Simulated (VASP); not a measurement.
# Ti3Al (P-6m2) in VASP: further runs

Aim: see how the results for Ti3Al move with the level of theory and the settings. Levels: LDA, r2SCAN. Tasks: single point.

Program: VASP 6.6.1. These are calculated values, not measurements. Logs are shortened: lines on timing, memory, paths and dates and some standing lists are left out, and cuts for length are marked.

## 1. The cell of the first run

It takes space group P-6m2 (No. 187, hexagonal). Conventional cell: a = 2.966 Å, b = 2.966 Å, c = 9.348 Å, α = 90.00°, β = 90.00°, γ = 120.00°. Ti (site symmetry 3m) has 9 Ti at 2.89 to 2.97 Å and 3 Al at 2.90 Å within 3.8 Å. Within 3.8 Å of Ti (site symmetry -6m2) lie 12 Ti at 2.89 to 2.97 Å. Within 3.8 Å of Al (site symmetry -6m2) lie 6 Ti at 2.90 Å and 6 Al at 2.97 Å.

## 2. Single point, LDA

Contents of INCAR:

```
SYSTEM = Ti3Al
PREC = Accurate
ENCUT = 520
EDIFF = 1E-6
ISMEAR = -1
SIGMA = 0.05
LREAL = .False.
LASPH = .True.
NELM = 60
ALGO = Fast
ISIF = 2
LWAVE = .False.
LCHARG = .False.
GGA = CA
NBANDS = 28
```

Contents of KPOINTS:

```
Automatic mesh
0
Gamma
  10 10 3
  0 0 0
```

Contents of POSCAR:

```
Ti3Al
1.0
    2.9660669332      0.0000000000      0.0000000000
   -1.4830334666      2.5686893135      0.0000000000
    0.0000000000      0.0000000000      9.3477754233
Ti Al
3 1
Direct
    0.3333333333      0.6666666667      0.2494060000
    0.3333333333      0.6666666667      0.7505940000
    0.6666666667      0.3333333333      0.0000000000
    0.6666666667      0.3333333333      0.5000000000
```

Potentials or basis: VASP PAW LDA potentials, release 64 (Ti_sv, Al).

Launch:

```console
$ cat potpaw_LDA.64/Ti_sv/POTCAR potpaw_LDA.64/Al/POTCAR > POTCAR
$ mpirun -np 1 vasp_std > vasp.out
```

OUTCAR:

```text
SYSTEM = Ti3Al
   PREC = Accurate
   ENCUT = 520
   EDIFF = 1E-6
   ISMEAR = -1
   LREAL = .False.
   LASPH = .True.
   NELM = 60
   ISIF = 2
   GGA = CA

 ion  position               nearest neighbor table
   1  0.333  0.667  0.249-   3 2.89   3 2.89   3 2.89   4 2.90   4 2.90   4 2.90
   2  0.333  0.667  0.751-   3 2.89   3 2.89   3 2.89   4 2.90   4 2.90   4 2.90
   3  0.667  0.333  0.000-   1 2.89   2 2.89   1 2.89   2 2.89   1 2.89   2 2.89
   4  0.667  0.333  0.500-   1 2.90   2 2.90   1 2.90   2 2.90   1 2.90   2 2.90

  LATTYP: Found a hexagonal cell.
 ALAT       =     2.9660669332
 C/A-ratio  =     3.1515726495

  Lattice vectors:

 A1 = (   2.9660669332,   0.0000000000,   0.0000000000)
 A2 = (  -1.4830334666,   2.5686893135,   0.0000000000)
 A3 = (   0.0000000000,   0.0000000000,   9.3477754233)

Analysis of symmetry for initial positions (statically):
=====================================================================
 Subroutine PRICEL returns:
 Original cell was already a primitive cell.

 Routine SETGRP: Setting up the symmetry group for a
 hexagonal supercell.

 Subroutine GETGRP returns: Found 12 space group operations
 (whereof 12 operations were pure point group operations)
 out of a pool of 24 trial point group operations.

The static configuration has the point symmetry D_3h.

Analysis of symmetry for dynamics (positions and initial velocities):
=====================================================================
 Subroutine PRICEL returns:
 Original cell was already a primitive cell.

 Routine SETGRP: Setting up the symmetry group for a
 hexagonal supercell.

 Subroutine GETGRP returns: Found 12 space group operations
 (whereof 12 operations were pure point group operations)
 out of a pool of 24 trial point group operations.

The dynamic configuration has the point symmetry D_3h.

 Subroutine INISYM returns: Found 12 space group operations
 (whereof 12 operations are pure point group operations),
 and found     1 'primitive' translations

----------------------------------------------------------------------------------------

                                     Primitive cell

  volume of cell :      71.2198

  direct lattice vectors                    reciprocal lattice vectors
     2.966066933  0.000000000  0.000000000     0.337146808  0.194651801  0.000000000
[... 84 lines left out ...]
   ISPIN  =      1    spin polarized calculation?
   LNONCOLLINEAR =      F non collinear calculations
   LSORBIT =      F    spin-orbit coupling
   LASPH  =      T    aspherical Exc in radial PAW
   ENCUT  =  520.0 eV  38.22 Ry    6.18 a.u.   5.51  5.51 17.38*2*pi/ulx,y,z
   NELM   =     60;   NELMIN=  2; NELMDL= -5     # of ELM steps
   EDIFF  = 0.1E-05   stopping-criterion for ELM
   LREAL  =      F    real-space projection
   EDIFFG = 0.1E-04   stopping-criterion for IOM
   NSW    =      0    number of steps for IOM
   IBRION =     -1    ionic relax: 0-MD 1-quasi-New 2-CG
   NFREE  =      0    steps in history (QN), initial steepest desc. (CG)
   ISIF   =      2    stress and relaxation
   ISYM   =      2    0-nonsym 1-usesym 2-fastsym
   POTIM  = 0.5000    time-step for ionic-motion
   TEBEG  =    0.0;   TEEND  =   0.0 temperature during run
   PSTRESS=    0.0 pullay stress
   NELECT =      39.0000    total number of electrons
   NUPDOWN=      -1.0000    fix difference up-down
   EMIN   =  10.00;   EMAX   =-10.00  energy-range for DOS
   EFERMI =   0.00;   METHOD = LEGACY
   ISMEAR =    -1;   SIGMA  =   0.05  broadening in eV -4-tet -1-fermi 0-gaus
   EFERMI_NEDOS =   21; number of points for ismear=-14 and -15
   IALGO  =     68    algorithm
   IMIX   =      4    mixing-type and parameters
     AMIX     =   0.40;   BMIX     =  1.00
     AMIX_MAG =   1.60;   BMIX_MAG =  1.00
  volume/ion in A,a.u.               =      17.80       120.15
  Fermi-wavevector in a.u.,A,eV,Ry     =   1.339356  2.531016 24.407153  1.793875
  Thomas-Fermi vector in A             =   2.467754
   LORBIT       =      0    0 simple, 1 ext, 2 COOP (PROOUT), +10 PAW based schemes
   GGA     = CA    functional components
   LHFCALC =     F    Hartree Fock is set to
   AEXX    =    0.0000 exact exchange contribution
   IVDW    =     0    specifies the selected vdW correction
   LEPSILON=     F    determine dielectric tensor
   LRPA    =     F    only Hartree local field effects (RPA)
 non-spin polarized calculation
 RMM-DIIS sequential band-by-band and
  energy-cutoff  :      520.00
  volume of cell :       71.22
 maximum number of plane-waves:      1955
 NGX is ok and might be reduce to    24
   NGX = 11   NGY = 11   NGZ = 35

 number of electron      38.9999997 magnetization

 Free energy of the ion-electron system (eV)
  ---------------------------------------------------
  ext. energy  EPLUGINS =         0.00000000
  ---------------------------------------------------
  free energy    TOTEN  =       -30.10822647 eV

  energy without entropy =      -30.07721340  energy(sigma->0) =      -30.09271993

 E-fermi :   7.3661     XC(G=0): -11.2707

 val. band max:        7.3305517630   @ k =   0.2000   0.2000   0.3333
 cond. band min:       7.3836324992   @ k =   0.4000   0.2000   0.3333
 fundamental gap:      0.0530807362
 Fermi energy:         7.3660825185

 k-point     1 :       0.0000    0.0000    0.0000
  band No.  band energies     occupation
      1     -48.7512      2.00000
      2     -48.7064      2.00000
      3     -48.6555      2.00000
      4     -25.6219      2.00000
      5     -25.3986      2.00000
      6     -25.1338      2.00000
[... 733 lines left out ...]
     27      10.3094      0.00000
     28      10.6372      0.00000

 [... further k-points ...]
[... 5 lines left out ...]
  --------------------------------------------------------------------------------------
  -------------------------------------------------------------------------------------
  Total       -4.6320316     -4.6320316     -4.7610294     -0.0000000      0.0000000     -0.0000000
  in kB     -104.2032595   -104.2032595   -107.1052225     -0.0000000      0.0000000     -0.0000000
  external PRESSURE =    -105.1705805 kB  Pullay stress =       0.0000000 kB

 VOLUME and BASIS-vectors are now :
 -----------------------------------------------------------------------------
  energy-cutoff  :      520.00
  volume of cell :       71.22
      direct lattice vectors                 reciprocal lattice vectors
     2.966066933  0.000000000  0.000000000     0.337146808  0.194651801  0.000000000
    -1.483033467  2.568689314  0.000000000     0.000000000  0.389303601  0.000000000
     0.000000000  0.000000000  9.347775423     0.000000000  0.000000000  0.106977324

 POSITION                                       TOTAL-FORCE (eV/Angst)
 -----------------------------------------------------------------------------------
     -0.00000      1.71246      2.33139         0.000000     -0.000000     -0.164100
     -0.00000      1.71246      7.01638         0.000000     -0.000000      0.164100
      1.48303      0.85623      0.00000        -0.000000      0.000000      0.000000
      1.48303      0.85623      4.67389        -0.000000     -0.000000      0.000000
 -----------------------------------------------------------------------------------
    total drift:                                0.000000     -0.000000      0.000000

  FREE ENERGIE OF THE ION-ELECTRON SYSTEM (eV)
  ---------------------------------------------------
  free  energy   TOTEN  =       -30.1082264668 eV

  energy  without entropy=      -30.0772133955  energy(sigma->0) =      -30.09271993
```

stdout:

```text
POSCAR found type information on POSCAR TiAl
 POSCAR found :  2 types and       4 ions
 scaLAPACK will be used
 LDA part: xc-table for (Slater(with rela. corr.)+CA(PZ))
 , standard interpolation
 POSCAR, INCAR and KPOINTS ok, starting setup
 FFT: planning ... GRIDC
 FFT: planning ... GRID_SOFT
 FFT: planning ... GRID
 WAVECAR not read
 entering main loop
WARNING in EDDRMM: call to ZHEGV failed, returncode =   6  3      8
WARNING in EDDRMM: call to ZHEGV failed, returncode =   8  4     16
WARNING in EDDRMM: call to ZHEGV failed, returncode =   8  4      8
WARNING in EDDRMM: call to ZHEGV failed, returncode =   8  4     26
```

Run time: 77 s. Hardware: 1 thread of Intel Xeon 6975P-C (Granite Rapids), shared host; peak memory 0.19 GiB.

Results:

```yaml
Free_energy: -30.1082 eV
Pressure: -10.5 GPa
Largest_force: 0.164 eV/Å
```

Forces in eV/Å, atoms in the order of the input:
```
Ti   0.000  0.000 -0.164
Ti   0.000  0.000  0.164
Ti   0.000  0.000  0.000
Al   0.000  0.000  0.000
```

Stress tensor (GPa, compression positive):
```
-10.42   0.00   0.00
  0.00 -10.42   0.00
  0.00   0.00 -10.71
```

## 3. Single point, LDA

This run uses another cell than the first one, of 18.15 Å³/atom, 1.019 times its volume.

Contents of INCAR:

```
ALGO = Fast
EDIFF = 1E-6
ENCUT = 520
GGA = CA
ISIF = 2
ISMEAR = -1
LASPH = True
LCHARG = False
LREAL = False
LWAVE = False
NBANDS = 28
NELM = 60
PREC = Accurate
SIGMA = 0.05
```

Contents of KPOINTS:

```
k-points
0
Gamma
  10 10 3
```

Contents of POSCAR:

```
Ti3Al
1.0
    2.9849595887      0.0000000000      0.0000000000
   -1.4924797943      2.5850508331      0.0000000000
    0.0000000000      0.0000000000      9.4073169995
Ti Al
3 1
Direct
    0.3333333333      0.6666666667      0.2494060000
    0.3333333333      0.6666666667      0.7505940000
    0.6666666667      0.3333333333      0.0000000000
    0.6666666667      0.3333333333      0.5000000000
```

Potentials or basis: VASP PAW LDA potentials, release 64 (Ti_sv, Al).

Launch:

```console
$ cat potpaw_LDA.64/Ti_sv/POTCAR potpaw_LDA.64/Al/POTCAR > POTCAR
$ mpirun -np 1 vasp_std > vasp.out
```

Wall time 72 s (1 thread of Intel Xeon 6975P-C (Granite Rapids), shared host); peak memory 0.19 GiB.

Results (log left out):

```
Free energy   : -30.0121 eV
Pressure      : -12.0 GPa
Largest force : 0.174 eV/Å
```

Forces in eV/Å, atoms in the order of the input:
```
Ti   0.000  0.000 -0.174
Ti   0.000  0.000  0.174
Ti   0.000  0.000  0.000
Al   0.000  0.000  0.000
```

Stress tensor (GPa, compression positive):
```
-11.82   0.00   0.00
  0.00 -11.82   0.00
  0.00   0.00 -12.28
```

Levels at points of the mesh, in eV from the Fermi level:
| k point | band 18 | band 19 | band 20 | band 21 | band 22 | band 23 |
| --- | --- | --- | --- | --- | --- | --- |
| (0.00, 0.00, 0.00) | 0.44 | 0.67 | 0.74 | 0.74 | 0.83 | 0.83 |
| (0.50, 0.00, 0.00) | -1.13 | -0.61 | -0.40 | 0.81 | 0.91 | 1.03 |

## 4. Single point, r2SCAN

This run uses another cell than the first one, of 16.09 Å³/atom, 0.904 times its volume.

Contents of POSCAR:

```
Ti3Al
1.0
    2.8677796942      0.0000000000      0.0000000000
   -1.4338898471      2.4835700677      0.0000000000
    0.0000000000      0.0000000000      9.0380160492
Ti Al
3 1
Direct
    0.3333333333      0.6666666667      0.2494060000
    0.3333333333      0.6666666667      0.7505940000
    0.6666666667      0.3333333333      0.0000000000
    0.6666666667      0.3333333333      0.5000000000
```

Contents of INCAR.step1:

```
SYSTEM = Ti3Al
ALGO = Normal ; EDIFF = 1E-4
ENCUT = 520 ; GGA = PE
ISMEAR = -1 ; LASPH = .True.
LCHARG = .False. ; LREAL = .False.
LWAVE = .True. ; NBANDS = 28
NELM = 60 ; PREC = Accurate
SIGMA = 0.05
```

Contents of INCAR.step2:

```
SYSTEM = Ti3Al
ALGO = Normal ; EDIFF = 1E-6
ENCUT = 520 ; ISIF = 2
ISMEAR = -1 ; ISTART = 1
LASPH = .True. ; LCHARG = .False.
LMIXTAU = .True. ; LREAL = .False.
LWAVE = .False. ; METAGGA = R2SCAN
NBANDS = 28 ; NELM = 60
PREC = Accurate ; SIGMA = 0.05
```

Contents of KPOINTS:

```
k-points
0
Gamma
  10 10 3
  0 0 0
```

Potentials or basis: VASP PAW PBE potentials, release 64 (Ti_sv, Al).

Launch:

```console
$ cat potpaw_PBE.64/Ti_sv/POTCAR potpaw_PBE.64/Al/POTCAR > POTCAR
$ cp INCAR.step1 INCAR
$ mpirun -np 1 vasp_std > vasp.out
$ cp INCAR.step2 INCAR
$ mpirun -np 1 vasp_std > vasp.out
```

OUTCAR:

```text
SYSTEM = Ti3Al
   EDIFF = 1E-6
   ENCUT = 520
   ISIF = 2
   ISMEAR = -1
   ISTART = 1
   LASPH = .True.
   LREAL = .False.
   METAGGA = R2SCAN
   NELM = 60
   PREC = Accurate

 ion  position               nearest neighbor table
   1  0.333  0.667  0.249-   3 2.80   3 2.80   3 2.80   4 2.81   4 2.81   4 2.81
   2  0.333  0.667  0.751-   3 2.80   3 2.80   3 2.80   4 2.81   4 2.81   4 2.81
   3  0.667  0.333  0.000-   1 2.80   2 2.80   1 2.80   2 2.80   1 2.80   2 2.80
   4  0.667  0.333  0.500-   1 2.81   2 2.81   1 2.81   2 2.81   1 2.81   2 2.81

  LATTYP: Found a hexagonal cell.
 ALAT       =     2.8677796942
 C/A-ratio  =     3.1515726496

  Lattice vectors:

 A1 = (   2.8677796942,   0.0000000000,   0.0000000000)
 A2 = (  -1.4338898471,   2.4835700677,   0.0000000000)
 A3 = (   0.0000000000,   0.0000000000,   9.0380160492)

Analysis of symmetry for initial positions (statically):
=====================================================================
 Subroutine PRICEL returns:
 Original cell was already a primitive cell.

 Routine SETGRP: Setting up the symmetry group for a
 hexagonal supercell.
[... 165 lines left out ...]
  ext. energy  EPLUGINS =         0.00000000
  ---------------------------------------------------
  free energy    TOTEN  =       -46.08689164 eV

  energy without entropy =      -46.06361312  energy(sigma->0) =      -46.07525238

 E-fermi :   8.6917     XC(G=0): -12.3516

 val. band max:        8.6359800844   @ k =   0.2000   0.2000   0.3333
 cond. band min:       8.7206426785   @ k =   0.3000   0.3000   0.3333
 fundamental gap:      0.0846625941
 Fermi energy:         8.6916860424

 k-point     1 :       0.0000    0.0000    0.0000
  band No.  band energies     occupation
      1     -50.3022      2.00000
      2     -50.2266      2.00000
      3     -50.1601      2.00000
      4     -25.8537      2.00000
      5     -25.5255      2.00000
      6     -25.1789      2.00000
[... 733 lines left out ...]
     27      12.3054      0.00000
     28      12.6303      0.00000

 [... further k-points ...]
[... 5 lines left out ...]
  --------------------------------------------------------------------------------------
  -------------------------------------------------------------------------------------
  Total        2.8844180      2.8844180      3.1387898      0.0000000      0.0000000      0.0000000
  in kB       71.7915718     71.7915718     78.1227456      0.0000000      0.0000000      0.0000000
  external PRESSURE =      73.9019631 kB  Pullay stress =       0.0000000 kB

 VOLUME and BASIS-vectors are now :
 -----------------------------------------------------------------------------
  energy-cutoff  :      520.00
  volume of cell :       64.37
      direct lattice vectors                 reciprocal lattice vectors
     2.867779694  0.000000000  0.000000000     0.348701820  0.201323090  0.000000000
    -1.433889847  2.483570068  0.000000000     0.000000000  0.402646180  0.000000000
     0.000000000  0.000000000  9.038016049     0.000000000  0.000000000  0.110643751

 POSITION                                       TOTAL-FORCE (eV/Angst)
 -----------------------------------------------------------------------------------
     -0.00000      1.65571      2.25414        -0.000000      0.000000      0.043529
     -0.00000      1.65571      6.78388        -0.000000      0.000000     -0.043529
      1.43389      0.82786      0.00000         0.000000     -0.000000      0.000000
      1.43389      0.82786      4.51901         0.000000      0.000000      0.000000
 -----------------------------------------------------------------------------------
    total drift:                               -0.000001      0.000000      0.000000

  FREE ENERGIE OF THE ION-ELECTRON SYSTEM (eV)
  ---------------------------------------------------
  free  energy   TOTEN  =       -46.0868916411 eV

  energy  without entropy=      -46.0636131238  energy(sigma->0) =      -46.07525238
```

Run time: 2.3 min. Hardware: 1 thread of Intel Xeon 6975P-C (Granite Rapids), shared host; peak memory 0.22 GiB.

What came out:

```yaml
Free_energy: -46.0869 eV
Pressure: 7.4 GPa
Largest_force: 0.044 eV/Å
```

Forces on the atoms (eV/Å):
```
Ti   0.000  0.000  0.044
Ti   0.000  0.000 -0.044
Ti   0.000  0.000  0.000
Al   0.000  0.000  0.000
```

Levels at points of the mesh, in eV from the Fermi level:
| k point | band 16 | band 17 | band 18 | band 19 | band 20 | band 21 | band 22 | band 23 | band 24 | band 25 |
| --- | --- | --- | --- | --- | --- | --- | --- | --- | --- | --- |
| (0.00, 0.00, 0.00) | -2.77 | -0.92 | 0.48 | 0.83 | 0.96 | 0.96 | 1.07 | 1.07 | 1.42 | 1.42 |
| (0.50, 0.00, 0.00) | -2.37 | -1.67 | -1.39 | -0.77 | -0.47 | 1.08 | 1.09 | 1.25 | 2.05 | 2.67 |

Caveat: the PAW data sets were made with another functional, which shifts forces and pressure a little.

## 5. Single point, r2SCAN

This run uses another cell than the first one, of 16.44 Å³/atom, 0.923 times its volume.

Contents of POSCAR:

```
Ti3Al
1.0
    2.8879759913      0.0000000000      0.0000000000
   -1.4439879956      2.5010605740      0.0000000000
    0.0000000000      0.0000000000      9.1016661466
Ti Al
3 1
Direct
    0.3333333333      0.6666666667      0.2494060000
    0.3333333333      0.6666666667      0.7505940000
    0.6666666667      0.3333333333      0.0000000000
    0.6666666667      0.3333333333      0.5000000000
```

Contents of INCAR.step1:

```
  ALGO = Normal
  EDIFF = 1E-4
  ENCUT = 520
  GGA = PE
  ISMEAR = -1
  LASPH = True
  LCHARG = False
  LREAL = False
  LWAVE = True
  NBANDS = 28
  NELM = 80
  PREC = Accurate
  SIGMA = 0.05
```

Contents of INCAR.step2:

```
  ALGO = Normal
  EDIFF = 1E-6
  ENCUT = 520
  ISIF = 2
  ISMEAR = -1
  ISTART = 1
  LASPH = True
  LCHARG = False
  LMIXTAU = True
  LREAL = False
  LWAVE = False
  METAGGA = R2SCAN
  NBANDS = 28
  NELM = 80
  PREC = Accurate
  SIGMA = 0.05
```

Contents of KPOINTS:

```
k-points
0
Gamma
  10 10 3
```

Launch:

```console
$ cat potpaw_PBE.64/Ti_sv/POTCAR potpaw_PBE.64/Al/POTCAR > POTCAR
$ cp INCAR.step1 INCAR
$ mpirun -np 1 vasp_std > vasp.out
$ cp INCAR.step2 INCAR
$ mpirun -np 1 vasp_std > vasp.out
```

Wall time 1.8 min (1 thread of Intel Xeon 6975P-C (Granite Rapids), shared host); peak memory 0.22 GiB.

The run converged. Its results:

```yaml
Free_energy: -46.1381 eV
Pressure: 4.5 GPa
Largest_force: 0.033 eV/Å
```

Forces on the atoms (eV/Å):
```
Ti   0.000  0.000  0.033
Ti   0.000  0.000 -0.033
Ti   0.000  0.000  0.000
Al   0.000  0.000  0.000
```

Stress tensor (GPa, compression positive):
```
4.35 0.00 0.00
0.00 4.35 0.00
0.00 0.00 4.76
```

Levels at points of the mesh, in eV from the Fermi level:
```tsv
k point	band 16	band 17	band 18	band 19	band 20	band 21	band 22	band 23	band 24	band 25
(0.00, 0.00, 0.00)	-2.72	-0.93	0.44	0.81	0.94	0.94	1.05	1.05	1.39	1.39
(0.50, 0.00, 0.00)	-2.33	-1.63	-1.35	-0.76	-0.50	1.04	1.07	1.21	2.00	2.60
```

Caveat: the PAW data sets were made with another functional, which shifts forces and pressure a little.

(Continued in part 2 of 2.)
